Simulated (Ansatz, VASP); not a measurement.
One calculation of Nb2C3, two programs

```
CELL_PARAMETERS angstrom
5.46480 0.00000 0.00000
-2.73240 4.73265 0.00000
0.00000 0.00000 2.96576
ATOMIC_POSITIONS crystal
Nb 0.33333 0.66667 0.50000
Nb 0.66667 0.33333 0.50000
C 0.50000 0.00000 0.00000
C 0.00000 0.50000 0.00000
C 0.50000 0.50000 0.00000
```

Alike in both runs: task single point; functional PBE; k mesh 12 × 12 × 12; occupations gaussian, width 0.1 eV; no spin polarisation.

```csv
,VASP,Ansatz
version,VASP 6.6.1,Ansatz 0.2.0
potentials or method,"VASP PAW PBE potentials, release 64 (Nb_sv, C), cutoff 520 eV","scalar-relativistic, plane waves, PAW"
valence electrons in the cell,38,38
```

|  | VASP | Ansatz | Ansatz less VASP |
| --- | --- | --- | --- |
| gap on the k mesh at the Fermi level (eV) | none | none | - |
| pressure (GPa) | -0.3 | 0.0 | +0.29 |
| traceless stress, the component that is largest in VASP (GPa) | -0.10 | -0.01 | +0.096 |

A gap of «none» marks a metal or a gap that the smearing closes.
